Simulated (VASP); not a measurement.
# FeSi (rocksalt type) (Fm-3m) in VASP: notebook

Runs on FeSi (rocksalt type). Level: LDA. Tasks: single point.

All numbers are computed with VASP 6.6.1; they aren't measurements. Logs are shortened: lines on timing, memory, paths and dates and some standing lists are left out, and cuts for length are marked.

### Step 1. The cell of the first run

The structure is cubic, space group Fm-3m (No. 225). The conventional cell has a = 4.600 Å, b = 4.600 Å, c = 4.600 Å, α = 90.00°, β = 90.00°, γ = 90.00°. Fe (site symmetry m-3m) has 6 Si at 2.30 Å within 3.0 Å. Within 3.0 Å of Si (site symmetry m-3m) lie 6 Fe at 2.30 Å.

### Step 2. Single point, LDA, collinear spin, ferromagnetic start

INCAR reads:

```
SYSTEM = FeSi
PREC     = Accurate       ! precision mode
ENCUT    = 520            ! plane-wave cutoff, eV
EDIFF    = 1E-6           ! SCF threshold, eV
ISMEAR   = -1             ! smearing method
SIGMA    = 0.08           ! smearing width, eV
LREAL    = .FALSE.        ! projectors in reciprocal space
LASPH    = .TRUE.         ! aspherical terms in the spheres
NELM     = 150            ! most SCF steps
ALGO     = Normal         ! electronic algorithm
ISIF     = 2              ! what is computed and relaxed
LWAVE    = .FALSE.        ! write WAVECAR
LCHARG   = .FALSE.        ! write CHGCAR
ISPIN    = 2              ! spin polarisation
MAGMOM   = 2.5 0          ! initial moments
LORBIT   = 11             ! projections on sites
LMAXMIX  = 4              ! l up to which the mixer works
GGA      = CA             ! functional
NBANDS   = 17             ! bands
```

KPOINTS reads:

```
regular mesh
0
G
  14 14 14
  0 0 0
```

POSCAR reads:

```
FeSi
1.0
    0.0000000000      2.2997696207      2.2997696207
    2.2997696207      0.0000000000      2.2997696207
    2.2997696207      2.2997696207      0.0000000000
Fe Si
1 1
Direct
    0.0000000000      0.0000000000      0.0000000000
    0.5000000000      0.5000000000      0.5000000000
```

Potentials or basis: VASP PAW LDA potentials, release 64 (Fe, Si).

Launch:

```console
> cat potpaw_LDA.64/Fe/POTCAR potpaw_LDA.64/Si/POTCAR > POTCAR
> mpirun -np 1 vasp_std > vasp.out
```

OUTCAR:

```text
SYSTEM = FeSi
   PREC = Accurate
   ENCUT = 520
   EDIFF = 1E-6
   ISMEAR = -1
   LREAL = .FALSE.
   LASPH = .TRUE.
   NELM = 150
   ISIF = 2
   ISPIN = 2
   LORBIT = 11
   GGA = CA

 ion  position               nearest neighbor table
   1  0.000  0.000  0.000-   2 2.30   2 2.30   2 2.30   2 2.30   2 2.30   2 2.30
   2  0.500  0.500  0.500-   1 2.30   1 2.30   1 2.30   1 2.30   1 2.30   1 2.30

  LATTYP: Found a face centered cubic cell.
 ALAT       =     4.5995392414

  Lattice vectors:

 A1 = (   0.0000000000,   2.2997696207,   2.2997696207)
 A2 = (   2.2997696207,   0.0000000000,   2.2997696207)
 A3 = (   2.2997696207,   2.2997696207,   0.0000000000)

Analysis of symmetry for initial positions (statically):
=====================================================================
 Subroutine PRICEL returns:
 Original cell was already a primitive cell.

 Routine SETGRP: Setting up the symmetry group for a
 face centered cubic supercell.

 Subroutine GETGRP returns: Found 48 space group operations
 (whereof 48 operations were pure point group operations)
 out of a pool of 48 trial point group operations.

The static configuration has the point symmetry O_h .

Analysis of symmetry for dynamics (positions and initial velocities):
=====================================================================
 Subroutine PRICEL returns:
 Original cell was already a primitive cell.

 Routine SETGRP: Setting up the symmetry group for a
 face centered cubic supercell.

 Subroutine GETGRP returns: Found 48 space group operations
 (whereof 48 operations were pure point group operations)
 out of a pool of 48 trial point group operations.

The dynamic configuration has the point symmetry O_h .

Analysis of structural, dynamic, and magnetic symmetry:
=====================================================================
 Subroutine PRICEL returns:
 Original cell was already a primitive cell.

 Routine SETGRP: Setting up the symmetry group for a
 face centered cubic supercell.

 Subroutine GETGRP returns: Found 48 space group operations
 (whereof 48 operations were pure point group operations)
 out of a pool of 48 trial point group operations.

The overall configuration has the point symmetry O_h .

 Subroutine INISYM returns: Found 48 space group operations
 (whereof 48 operations are pure point group operations),
 and found     1 'primitive' translations

----------------------------------------------------------------------------------------

                                     Primitive cell

  volume of cell :      24.3267

  direct lattice vectors                    reciprocal lattice vectors
     0.000000000  2.299769621  2.299769621    -0.217413082  0.217413082  0.217413082
     2.299769621  0.000000000  2.299769621     0.217413082 -0.217413082  0.217413082
     2.299769621  2.299769621  0.000000000     0.217413082  0.217413082 -0.217413082

  length of vectors
     3.252365388  3.252365388  3.252365388     0.376570503  0.376570503  0.376570503

  position of ions in fractional coordinates (direct lattice)
     0.000000000  0.000000000  0.000000000
     0.500000000  0.500000000  0.500000000

  ion indices of the primitive-cell ions
   primitive index   ion index
                 1           1
                 2           2

----------------------------------------------------------------------------------------

 KPOINTS: regular mesh

Automatic generation of k-mesh.
 Grid dimensions read from file:
 generate k-points for:   14   14   14

 Generating k-lattice:

  Cartesian coordinates                     Fractional coordinates (reciprocal lattice)
    -0.015529506  0.015529506  0.015529506     0.071428571  0.000000000  0.000000000
     0.015529506 -0.015529506  0.015529506     0.000000000  0.071428571  0.000000000
     0.015529506  0.015529506 -0.015529506     0.000000000  0.000000000  0.071428571

  Length of vectors
     0.026897893  0.026897893  0.026897893

  Shift w.r.t. Gamma in fractional coordinates (k-lattice)
     0.000000000  0.000000000  0.000000000

 Subroutine IBZKPT returns following result:
 ===========================================

 Found    104 irreducible k-points:

 Following reciprocal coordinates:
            Coordinates               Weight
  0.000000  0.000000  0.000000      1.000000
  0.071429  0.000000  0.000000      8.000000
  0.142857  0.000000  0.000000      8.000000
  0.214286  0.000000  0.000000      8.000000
  0.285714  0.000000  0.000000      8.000000
  0.357143  0.000000  0.000000      8.000000
[... 16 lines left out ...]
  0.214286  0.142857  0.000000     24.000000
  0.285714  0.142857  0.000000     24.000000
 [... further k-points ...]
   k-points           NKPTS =    104   k-points in BZ     NKDIM =    104   number of bands    NBANDS=     17
   number of dos      NEDOS =    301   number of ions     NIONS =      2
   total plane-waves  NPLWV =  13824
   dimension x,y,z NGX =    24 NGY =   24 NGZ =   24
   dimension x,y,z NGXF=    48 NGYF=   48 NGZF=   48
   ions per type =               1   1
   NGX,Y,Z   is equivalent  to a cutoff of  12.27, 12.27, 12.27 a.u.
   NGXF,Y,Z  is equivalent  to a cutoff of  24.54, 24.54, 24.54 a.u.
 SYSTEM =  FeSi
   PREC   = accura    normal or accurate (medium, high low for compatibility)
   ISTART =      0    job   : 0-new  1-cont  2-samecut
   ICHARG =      2    charge: 1-file 2-atom 10-const
   ISPIN  =      2    spin polarized calculation?
   LNONCOLLINEAR =      F non collinear calculations
   LSORBIT =      F    spin-orbit coupling
   LASPH  =      T    aspherical Exc in radial PAW
   ENCUT  =  520.0 eV  38.22 Ry    6.18 a.u.   6.05  6.05  6.05*2*pi/ulx,y,z
   NELM   =    150;   NELMIN=  2; NELMDL= -5     # of ELM steps
   EDIFF  = 0.1E-05   stopping-criterion for ELM
   LREAL  =      F    real-space projection
   EDIFFG = 0.1E-04   stopping-criterion for IOM
   NSW    =      0    number of steps for IOM
   IBRION =     -1    ionic relax: 0-MD 1-quasi-New 2-CG
   NFREE  =      0    steps in history (QN), initial steepest desc. (CG)
   ISIF   =      2    stress and relaxation
   ISYM   =      2    0-nonsym 1-usesym 2-fastsym
   POTIM  = 0.5000    time-step for ionic-motion
   TEBEG  =    0.0;   TEEND  =   0.0 temperature during run
   PSTRESS=    0.0 pullay stress
   NELECT =      12.0000    total number of electrons
   NUPDOWN=      -1.0000    fix difference up-down
   EMIN   =  10.00;   EMAX   =-10.00  energy-range for DOS
   EFERMI =   0.00;   METHOD = LEGACY
   ISMEAR =    -1;   SIGMA  =   0.08  broadening in eV -4-tet -1-fermi 0-gaus
   EFERMI_NEDOS =   21; number of points for ismear=-14 and -15
   IALGO  =     38    algorithm
   IMIX   =      4    mixing-type and parameters
     AMIX     =   0.40;   BMIX     =  1.00
     AMIX_MAG =   1.60;   BMIX_MAG =  1.00
  volume/ion in A,a.u.               =      12.16        82.08
  Fermi-wavevector in a.u.,A,eV,Ry     =   1.293523  2.444405 22.765302  1.673202
  Thomas-Fermi vector in A             =   2.425163
   LORBIT       =     11    0 simple, 1 ext, 2 COOP (PROOUT), +10 PAW based schemes
   GGA     = CA    functional components
   LHFCALC =     F    Hartree Fock is set to
   AEXX    =    0.0000 exact exchange contribution
   IVDW    =     0    specifies the selected vdW correction
   LEPSILON=     F    determine dielectric tensor
   LRPA    =     F    only Hartree local field effects (RPA)
 spin polarized calculation
  energy-cutoff  :      520.00
  volume of cell :       24.33
 maximum number of plane-waves:       668
   NGX = 13   NGY = 13   NGZ = 13

 number of electron      12.0000008 magnetization       0.0057778

 number of electron      12.0000008 magnetization      -0.0021177

 Free energy of the ion-electron system (eV)
  ---------------------------------------------------
  ext. energy  EPLUGINS =         0.00000000
  ---------------------------------------------------
  free energy    TOTEN  =       -15.02325288 eV

  energy without entropy =      -14.98558195  energy(sigma->0) =      -15.00441742

 E-fermi :   8.5067     XC(G=0): -12.4027

 val. band max:        8.4795677555   @ k =  -0.3571   0.4286   0.1429
 cond. band min:       8.5196434048   @ k =  -0.4286   0.4286   0.0000
 fundamental gap:      0.0400756493
 Fermi energy:         8.5066827236

 spin component 1

 k-point     1 :       0.0000    0.0000    0.0000
  band No.  band energies     occupation
      1      -3.8250      1.00000
      2       6.7760      1.00000
      3       6.7760      1.00000
      4       6.7760      1.00000
      5       6.9374      1.00000
      6       6.9374      1.00000
[... 9 lines left out ...]
     16      24.4845      0.00000
     17      25.9271      0.00000
[... 441 lines left out ...]
 k-point    24 :       0.2857    0.1429    0.0000
  band No.  band energies     occupation
      1      -2.2950      1.00000
      2       5.3749      1.00000
      3       5.8771      1.00000
      4       6.4665      1.00000
      5       7.1748      1.00000
      6       7.4983      1.00000
[... 9 lines left out ...]
     16      27.4131      0.00000
     17      29.0427      0.00000

 [... further k-points ...]

 spin component 2

 k-point     1 :       0.0000    0.0000    0.0000
  band No.  band energies     occupation
      1      -3.8251      1.00000
      2       6.7743      1.00000
      3       6.7743      1.00000
      4       6.7743      1.00000
      5       6.9360      1.00000
      6       6.9360      1.00000
[... 9 lines left out ...]
     16      24.4840      0.00000
     17      25.9266      0.00000
[... 441 lines left out ...]
 k-point    24 :       0.2857    0.1429    0.0000
  band No.  band energies     occupation
      1      -2.2950      1.00000
      2       5.3739      1.00000
      3       5.8759      1.00000
      4       6.4652      1.00000
      5       7.1731      1.00000
      6       7.4966      1.00000
[... 9 lines left out ...]
     16      27.4129      0.00000
     17      29.0424      0.00000

 [... further k-points ...]
[... 5 lines left out ...]
  --------------------------------------------------------------------------------------
  -------------------------------------------------------------------------------------
  Total       -0.5895811     -0.5895811     -0.5895811     -0.0000000     -0.0000000     -0.0000000
  in kB      -38.8303323    -38.8303323    -38.8303323     -0.0000000     -0.0000000     -0.0000000
  external PRESSURE =     -38.8303323 kB  Pullay stress =       0.0000000 kB

 VOLUME and BASIS-vectors are now :
 -----------------------------------------------------------------------------
  energy-cutoff  :      520.00
  volume of cell :       24.33
      direct lattice vectors                 reciprocal lattice vectors
     0.000000000  2.299769621  2.299769621    -0.217413082  0.217413082  0.217413082
     2.299769621  0.000000000  2.299769621     0.217413082 -0.217413082  0.217413082
     2.299769621  2.299769621  0.000000000     0.217413082  0.217413082 -0.217413082

 POSITION                                       TOTAL-FORCE (eV/Angst)
 -----------------------------------------------------------------------------------
      0.00000      0.00000      0.00000         0.000000      0.000000     -0.000000
      2.29977      2.29977      2.29977        -0.000000     -0.000000      0.000000
 -----------------------------------------------------------------------------------
    total drift:                                0.000000     -0.000000     -0.000000

  FREE ENERGIE OF THE ION-ELECTRON SYSTEM (eV)
  ---------------------------------------------------
  free  energy   TOTEN  =       -15.0232528812 eV

  energy  without entropy=      -14.9855819506  energy(sigma->0) =      -15.00441742

 total charge

# of ion       s       p       d       tot
------------------------------------------
    1        0.422   0.490   6.721   7.633
    2        0.799   0.908   0.000   1.707
--------------------------------------------------
tot          1.221   1.397   6.721   9.339

 magnetization (x)

# of ion       s       p       d       tot
------------------------------------------
    1       -0.000   0.000  -0.002  -0.002
    2        0.000   0.000   0.000   0.000
--------------------------------------------------
tot         -0.000   0.000  -0.002  -0.002
```

It took 50 s on 1 thread of AMD EPYC 9R45 (Zen 5), shared host; peak memory 0.15 GiB.

Results:

| Quantity | Value |
| --- | --- |
| Free energy | -15.0233 eV |
| Pressure | -3.9 GPa |
| Band gap on the k mesh | zero (filled and empty bands overlap) |
| Net moment | 0.00 μB per cell |
| Valence electrons inside the program's atomic spheres | Fe 7.63; Si 1.71 |

Caveat: the starting moments collapsed, and a magnetic state may lie lower.

### Step 3. Single point, LDA, collinear spin, ferromagnetic start

INCAR reads:

```
ALGO = Normal
EDIFF = 1E-7
ENCUT = 520
GGA = CA
ISIF = 2
ISMEAR = -1
ISPIN = 2
LASPH = True
LCHARG = False
LMAXMIX = 4
LORBIT = 11
LREAL = False
LWAVE = False
MAGMOM = 2.5 0
NBANDS = 17
NELM = 150
PREC = Accurate
SIGMA = 0.08
```

KPOINTS reads:

```
k-points
0
Gamma
  14 14 14
```

POSCAR is that of step 2.

Potentials or basis: VASP PAW LDA potentials, release 64 (Fe, Si).

Launch:

```console
> cat potpaw_LDA.64/Fe/POTCAR potpaw_LDA.64/Si/POTCAR > POTCAR
> mpirun -np 1 vasp_std > vasp.out
```

Wall time 56 s (1 thread of AMD EPYC 9R45 (Zen 5), shared host); peak memory 0.15 GiB.

It converged, with:

| Property | Result |
| --- | --- |
| Free energy | -15.0233 eV |
| Pressure | -3.8 GPa |
| Band gap on the k mesh | zero (filled and empty bands overlap) |
| Net moment | 0.00 μB per cell |
| Valence electrons inside the program's atomic spheres | Fe 7.63; Si 1.71 |

Levels at points of the mesh, in eV from the Fermi level:
Spin up:
```tsv
k point	band 3	band 4	band 5	band 6	band 7	band 8	band 9	band 10
(0.00, 0.00, 0.00)	-1.73	-1.73	-1.57	-1.57	4.64	4.64	4.64	11.37
(0.50, 0.00, 0.00)	-2.92	-2.92	-0.43	-0.43	0.38	7.05	7.14	7.14
(0.50, 0.50, 0.00)	-3.15	-1.01	-0.14	-0.14	0.20	0.20	0.90	5.76
```
Spin down:
```csv
k point,band 4,band 5,band 6,band 7,band 8,band 9
"(0.00, 0.00, 0.00)",-1.73,-1.57,-1.57,4.64,4.64,4.64
"(0.50, 0.00, 0.00)",-2.92,-0.43,-0.43,0.38,7.05,7.14
"(0.50, 0.50, 0.00)",-1.01,-0.14,-0.14,0.20,0.20,0.90
```

Caveat: the starting moments collapsed, and a magnetic state may lie lower.
